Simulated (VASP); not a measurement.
# GaSb (Immm) in VASP: single point with r2SCAN

Aim: the single point of GaSb with r2SCAN.

Program: VASP 6.6.1. These are calculated values, not measurements. Logs are shortened: lines on timing, memory, paths and dates and some standing lists are left out, and cuts for length are marked.

## (1) The cell of the first run

Symmetry: Immm, No. 71, orthorhombic system. The conventional cell has a = 3.112 Å, b = 5.350 Å, c = 5.787 Å, α = 90.00°, β = 90.00°, γ = 90.00°. Ga (site symmetry mmm) has 6 Sb at 2.89 to 3.09 Å and 2 Ga at 3.11 Å within 3.8 Å. Sb (site symmetry mmm) has 6 Ga at 2.89 to 3.09 Å and 2 Sb at 3.11 Å within 3.8 Å.

## (2) Single point, r2SCAN

File POSCAR:

```
GaSb
1.0
   -1.5559010000      2.6750030000      2.8933130000
    1.5559010000     -2.6750030000      2.8933130000
    1.5559010000      2.6750030000     -2.8933130000
Ga Sb
1 1
Direct
    0.0000000000      0.0000000000      0.0000000000
    0.5000000000      0.5000000000      0.0000000000
```

File INCAR.step1:

```
  ALGO = Normal
  EDIFF = 1E-4
  ENCUT = 520
  GGA = PE
  ISMEAR = -1
  LASPH = True
  LCHARG = False
  LREAL = False
  LWAVE = True
  NBANDS = 16
  NELM = 100
  PREC = Accurate
  SIGMA = 0.1
```

File INCAR.step2:

```
  ALGO = Normal
  EDIFF = 1E-6
  ENCUT = 520
  ISIF = 2
  ISMEAR = -1
  ISTART = 1
  LASPH = True
  LCHARG = False
  LMIXTAU = True
  LREAL = False
  LWAVE = False
  METAGGA = R2SCAN
  NBANDS = 16
  NELM = 100
  PREC = Accurate
  SIGMA = 0.1
```

File KPOINTS:

```
k-points
0
Gamma
  6 6 6
```

Potentials or basis: VASP PAW PBE potentials, release 64 (Ga_d, Sb).

Launch:

```bash
cat potpaw_PBE.64/Ga_d/POTCAR potpaw_PBE.64/Sb/POTCAR > POTCAR
cp INCAR.step1 INCAR
mpirun -np 1 vasp_std > vasp.out
cp INCAR.step2 INCAR
mpirun -np 1 vasp_std > vasp.out
```

OUTCAR:

```text
EDIFF = 1E-6
   ENCUT = 520
   ISIF = 2
   ISMEAR = -1
   ISTART = 1
   LASPH = True
   LREAL = False
   METAGGA = R2SCAN
   NELM = 100
   PREC = Accurate

 ion  position               nearest neighbor table
   1  0.000  0.000  0.000-   2 2.89   2 2.89   2 3.09   2 3.09   2 3.09   2 3.09
   2  0.500  0.500  0.000-   1 2.89   1 2.89   1 3.09   1 3.09   1 3.09   1 3.09

  LATTYP: Found a body centered orthorhombic cell.
 ALAT       =     3.1118020000
 B/A-ratio  =     1.7192629865
 C/A-ratio  =     1.8595739703

  Lattice vectors:

 A1 = (  -1.5559010000,   2.6750030000,   2.8933130000)
 A2 = (   1.5559010000,  -2.6750030000,   2.8933130000)
 A3 = (   1.5559010000,   2.6750030000,  -2.8933130000)

Analysis of symmetry for initial positions (statically):
=====================================================================
 Subroutine PRICEL returns:
 Original cell was already a primitive cell.

 Routine SETGRP: Setting up the symmetry group for a
 body centered orthorhombic supercell.

 Subroutine GETGRP returns: Found  8 space group operations
 (whereof  8 operations were pure point group operations)
 out of a pool of  8 trial point group operations.

The static configuration has the point symmetry D_2h.

Analysis of symmetry for dynamics (positions and initial velocities):
=====================================================================
 Subroutine PRICEL returns:
 Original cell was already a primitive cell.

 Routine SETGRP: Setting up the symmetry group for a
 body centered orthorhombic supercell.

 Subroutine GETGRP returns: Found  8 space group operations
 (whereof  8 operations were pure point group operations)
 out of a pool of  8 trial point group operations.

The dynamic configuration has the point symmetry D_2h.

 Subroutine INISYM returns: Found  8 space group operations
 (whereof  8 operations are pure point group operations),
 and found     1 'primitive' translations

----------------------------------------------------------------------------------------

                                     Primitive cell

  volume of cell :      48.1683

  direct lattice vectors                    reciprocal lattice vectors
    -1.555901000  2.675003000  2.893313000     0.000000000  0.186915678  0.172812274
     1.555901000 -2.675003000  2.893313000     0.321357207  0.000000000  0.172812274
     1.555901000  2.675003000 -2.893313000     0.321357207  0.186915678  0.000000000

  length of vectors
     4.236476022  4.236476022  4.236476022     0.254561491  0.364876057  0.371763265

  position of ions in fractional coordinates (direct lattice)
     0.000000000  0.000000000  0.000000000
     0.500000000  0.500000000  0.000000000

  ion indices of the primitive-cell ions
   primitive index   ion index
                 1           1
                 2           2

----------------------------------------------------------------------------------------

 KPOINTS: k-points

Automatic generation of k-mesh.
 Grid dimensions read from file:
 generate k-points for:    6    6    6

 Generating k-lattice:

  Cartesian coordinates                     Fractional coordinates (reciprocal lattice)
     0.000000000  0.031152613  0.028802046     0.166666667  0.000000000  0.000000000
     0.053559535  0.000000000  0.028802046     0.000000000  0.166666667  0.000000000
     0.053559535  0.031152613  0.000000000     0.000000000  0.000000000  0.166666667

  Length of vectors
     0.042426915  0.060812676  0.061960544

  Shift w.r.t. Gamma in fractional coordinates (k-lattice)
     0.000000000  0.000000000  0.000000000

 Subroutine IBZKPT returns following result:
 ===========================================

 Found     46 irreducible k-points:

 Following reciprocal coordinates:
            Coordinates               Weight
  0.000000  0.000000  0.000000      1.000000
  0.166667  0.000000 -0.000000      4.000000
  0.333333  0.000000 -0.000000      4.000000
  0.500000  0.000000 -0.000000      2.000000
  0.000000  0.166667  0.000000      4.000000
  0.166667  0.166667 -0.000000      8.000000
[... 16 lines left out ...]
 -0.166667  0.166667  0.166667      2.000000
  0.166667  0.333333  0.166667      4.000000
 [... further k-points ...]
   k-points           NKPTS =     46   k-points in BZ     NKDIM =     46   number of bands    NBANDS=     16
   number of dos      NEDOS =    301   number of ions     NIONS =      2
   total plane-waves  NPLWV =  32768
   dimension x,y,z NGX =    32 NGY =   32 NGZ =   32
   dimension x,y,z NGXF=    64 NGYF=   64 NGZF=   64
   ions per type =               1   1
   NGX,Y,Z   is equivalent  to a cutoff of  12.56, 12.56, 12.56 a.u.
   NGXF,Y,Z  is equivalent  to a cutoff of  25.11, 25.11, 25.11 a.u.
 SYSTEM =  unknown system
   PREC   = accura    normal or accurate (medium, high low for compatibility)
   ISTART =      1    job   : 0-new  1-cont  2-samecut
   ICHARG =      0    charge: 1-file 2-atom 10-const
   ISPIN  =      1    spin polarized calculation?
   LNONCOLLINEAR =      F non collinear calculations
   LSORBIT =      F    spin-orbit coupling
   LASPH  =      T    aspherical Exc in radial PAW
   ENCUT  =  520.0 eV  38.22 Ry    6.18 a.u.   7.88  7.88  7.88*2*pi/ulx,y,z
   NELM   =    100;   NELMIN=  2; NELMDL=  0     # of ELM steps
   EDIFF  = 0.1E-05   stopping-criterion for ELM
   LREAL  =      F    real-space projection
   EDIFFG = 0.1E-04   stopping-criterion for IOM
   NSW    =      0    number of steps for IOM
   IBRION =     -1    ionic relax: 0-MD 1-quasi-New 2-CG
   NFREE  =      0    steps in history (QN), initial steepest desc. (CG)
   ISIF   =      2    stress and relaxation
   ISYM   =      2    0-nonsym 1-usesym 2-fastsym
   POTIM  = 0.5000    time-step for ionic-motion
   TEBEG  =    0.0;   TEEND  =   0.0 temperature during run
   PSTRESS=    0.0 pullay stress
   NELECT =      18.0000    total number of electrons
   NUPDOWN=      -1.0000    fix difference up-down
   EMIN   =  10.00;   EMAX   =-10.00  energy-range for DOS
   EFERMI =   0.00;   METHOD = LEGACY
   ISMEAR =    -1;   SIGMA  =   0.10  broadening in eV -4-tet -1-fermi 0-gaus
   EFERMI_NEDOS =   21; number of points for ismear=-14 and -15
   IALGO  =     38    algorithm
   IMIX   =      4    mixing-type and parameters
     AMIX     =   0.40;   BMIX     =  1.00
     AMIX_MAG =   1.60;   BMIX_MAG =  1.00
  volume/ion in A,a.u.               =      24.08       162.53
  Fermi-wavevector in a.u.,A,eV,Ry     =   1.179176  2.228319 18.918287  1.390455
  Thomas-Fermi vector in A             =   2.315491
   LORBIT       =      0    0 simple, 1 ext, 2 COOP (PROOUT), +10 PAW based schemes
   METAGGA = R2SCAN    functional components
   LHFCALC =     F    Hartree Fock is set to
   AEXX    =    0.0000 exact exchange contribution
   IVDW    =     0    specifies the selected vdW correction
   LEPSILON=     F    determine dielectric tensor
   LRPA    =     F    only Hartree local field effects (RPA)
 non-spin polarized calculation
  energy-cutoff  :      520.00
  volume of cell :       48.17
 maximum number of plane-waves:      1318
   NGX = 15   NGY = 15   NGZ = 15

 number of electron      17.9999989 magnetization

 Free energy of the ion-electron system (eV)
  ---------------------------------------------------
  ext. energy  EPLUGINS =         0.00000000
  ---------------------------------------------------
  free energy    TOTEN  =       -36.99306914 eV

  energy without entropy =      -36.97131732  energy(sigma->0) =      -36.98219323

 E-fermi :   6.7374     XC(G=0): -10.9597

 val. band max:        6.7049453986   @ k =  -0.3333   0.5000   0.3333
 cond. band min:       6.7707288350   @ k =   0.5000   0.3333  -0.0000
 fundamental gap:      0.0657834364
 Fermi energy:         6.7373917444

 k-point     1 :       0.0000    0.0000    0.0000
  band No.  band energies     occupation
      1      -8.9573      2.00000
      2      -8.8619      2.00000
      3      -8.8545      2.00000
      4      -8.8417      2.00000
      5      -8.8016      2.00000
      6      -6.0492      2.00000
[... 8 lines left out ...]
     15      15.9353      0.00000
     16      17.2980      0.00000

 k-point     2 :       0.1667    0.0000   -0.0000
  band No.  band energies     occupation
      1      -8.9557      2.00000
      2      -8.8673      2.00000
      3      -8.8515      2.00000
      4      -8.8416      2.00000
      5      -8.8010      2.00000
      6      -5.8041      2.00000
[... 8 lines left out ...]
     15      16.5936      0.00000
     16      17.9077      0.00000

 k-point     3 :       0.3333    0.0000   -0.0000
  band No.  band energies     occupation
      1      -8.9530      2.00000
      2      -8.8780      2.00000
      3      -8.8457      2.00000
      4      -8.8415      2.00000
      5      -8.7998      2.00000
      6      -5.1345      2.00000
[... 8 lines left out ...]
     15      16.1289      0.00000
     16      17.1518      0.00000

 k-point     4 :       0.5000    0.0000   -0.0000
  band No.  band energies     occupation
      1      -8.9520      2.00000
      2      -8.8833      2.00000
      3      -8.8428      2.00000
      4      -8.8415      2.00000
      5      -8.7992      2.00000
      6      -4.5760      2.00000
[... 8 lines left out ...]
     15      16.8118      0.00000
     16      18.9600      0.00000

 k-point     5 :       0.0000    0.1667    0.0000
  band No.  band energies     occupation
      1      -8.9171      2.00000
      2      -8.8637      2.00000
      3      -8.8629      2.00000
      4      -8.8481      2.00000
      5      -8.8177      2.00000
      6      -5.4798      2.00000
[... 8 lines left out ...]
     15      15.2156      0.00000
     16      17.9192      0.00000

 k-point     6 :       0.1667    0.1667   -0.0000
  band No.  band energies     occupation
      1      -8.9148      2.00000
      2      -8.8727      2.00000
      3      -8.8635      2.00000
      4      -8.8430      2.00000
      5      -8.8173      2.00000
      6      -5.0232      2.00000
[... 8 lines left out ...]
     15      16.7316      0.00000
     16      16.9269      0.00000

 k-point     7 :       0.3333    0.1667    0.0000
  band No.  band energies     occupation
      1      -8.9119      2.00000
      2      -8.8815      2.00000
      3      -8.8641      2.00000
      4      -8.8392      2.00000
      5      -8.8168      2.00000
      6      -4.2747      2.00000
[... 8 lines left out ...]
     15      18.0902      0.00000
     16      19.1230      0.00000

 k-point     8 :       0.5000    0.1667   -0.0000
  band No.  band energies     occupation
      1      -8.9118      2.00000
      2      -8.8830      2.00000
      3      -8.8629      2.00000
      4      -8.8400      2.00000
      5      -8.8161      2.00000
      6      -4.2154      2.00000
[... 8 lines left out ...]
     15      18.5902      0.00000
     16      19.0224      0.00000

 k-point     9 :      -0.3333    0.1667    0.0000
  band No.  band energies     occupation
      1      -8.9146      2.00000
      2      -8.8763      2.00000
      3      -8.8602      2.00000
      4      -8.8447      2.00000
      5      -8.8162      2.00000
      6      -4.9591      2.00000
[... 8 lines left out ...]
     15      16.0001      0.00000
     16      17.2737      0.00000
[... 172 lines left out ...]
 k-point    19 :       0.3333    0.5000    0.0000
  band No.  band energies     occupation
      1      -8.9325      2.00000
      2      -8.8699      2.00000
      3      -8.8672      2.00000
      4      -8.8293      2.00000
      5      -8.7901      2.00000
      6      -1.8984      2.00000
[... 8 lines left out ...]
     15      16.1350      0.00000
     16      17.2741      0.00000

 k-point    20 :       0.5000    0.5000    0.0000
  band No.  band energies     occupation
      1      -8.9369      2.00000
      2      -8.8681      2.00000
      3      -8.8674      2.00000
      4      -8.8278      2.00000
      5      -8.7893      2.00000
      6      -1.8396      2.00000
[... 8 lines left out ...]
     15      16.5719      0.00000
     16      17.9039      0.00000

 k-point    21 :       0.1667    0.1667    0.1667
  band No.  band energies     occupation
      1      -8.9095      2.00000
      2      -8.8705      2.00000
      3      -8.8517      2.00000
      4      -8.8367      2.00000
      5      -8.8272      2.00000
      6      -3.3544      2.00000
[... 8 lines left out ...]
     15      15.3218      0.00000
     16      16.9140      0.00000

 k-point    22 :       0.3333    0.1667    0.1667
  band No.  band energies     occupation
      1      -8.9095      2.00000
      2      -8.8724      2.00000
      3      -8.8506      2.00000
      4      -8.8362      2.00000
      5      -8.8274      2.00000
      6      -2.8282      2.00000
[... 8 lines left out ...]
     15      16.0232      0.00000
     16      17.1155      0.00000

 k-point    23 :      -0.1667    0.1667    0.1667
  band No.  band energies     occupation
      1      -8.9030      2.00000
      2      -8.8666      2.00000
      3      -8.8498      2.00000
      4      -8.8403      2.00000
      5      -8.8344      2.00000
      6      -4.2433      2.00000
[... 8 lines left out ...]
     15      14.7212      0.00000
     16      17.8958      0.00000

 k-point    24 :       0.1667    0.3333    0.1667
  band No.  band energies     occupation
      1      -8.9291      2.00000
      2      -8.8706      2.00000
      3      -8.8667      2.00000
      4      -8.8316      2.00000
      5      -8.7893      2.00000
      6      -1.6544      2.00000
[... 8 lines left out ...]
     15      14.4849      0.00000
     16      16.9028      0.00000

 [... further k-points ...]
[... 5 lines left out ...]
  --------------------------------------------------------------------------------------
  -------------------------------------------------------------------------------------
  Total       -0.9845740     -0.4071158      0.0363278     -0.0000000      0.0000000      0.0000000
  in kB      -32.7489426    -13.5415030      1.2083373     -0.0000000      0.0000000      0.0000000
  external PRESSURE =     -15.0273694 kB  Pullay stress =       0.0000000 kB

 VOLUME and BASIS-vectors are now :
 -----------------------------------------------------------------------------
  energy-cutoff  :      520.00
  volume of cell :       48.17
      direct lattice vectors                 reciprocal lattice vectors
    -1.555901000  2.675003000  2.893313000     0.000000000  0.186915678  0.172812274
     1.555901000 -2.675003000  2.893313000     0.321357207  0.000000000  0.172812274
     1.555901000  2.675003000 -2.893313000     0.321357207  0.186915678  0.000000000

 POSITION                                       TOTAL-FORCE (eV/Angst)
 -----------------------------------------------------------------------------------
      0.00000      0.00000      0.00000         0.000000     -0.000000      0.000000
      0.00000      0.00000      2.89331        -0.000000      0.000000     -0.000000
 -----------------------------------------------------------------------------------
    total drift:                               -0.000000      0.000000      0.000000

  FREE ENERGIE OF THE ION-ELECTRON SYSTEM (eV)
  ---------------------------------------------------
  free  energy   TOTEN  =       -36.9930691380 eV

  energy  without entropy=      -36.9713173213  energy(sigma->0) =      -36.98219323
```

Run time: 1.8 min. Hardware: 1 thread of Intel Xeon Platinum 8259CL at 2.50GHz (Skylake/Cascade Lake), shared host; peak memory 0.2 GiB.

What came out:

```yaml
Free_energy: -36.9931 eV
Pressure: -1.5 GPa
Band_gap_on_the_k_mesh: zero (band 9 reaches 8.06 eV, above the bottom of band 10 at 3.42 eV)
```

Caveat: the k points lie up to 0.39 Å⁻¹ apart; the PAW data sets were made with another functional, which shifts forces and pressure a little; spin-orbit coupling is left out, which moves the levels of the heavy elements.
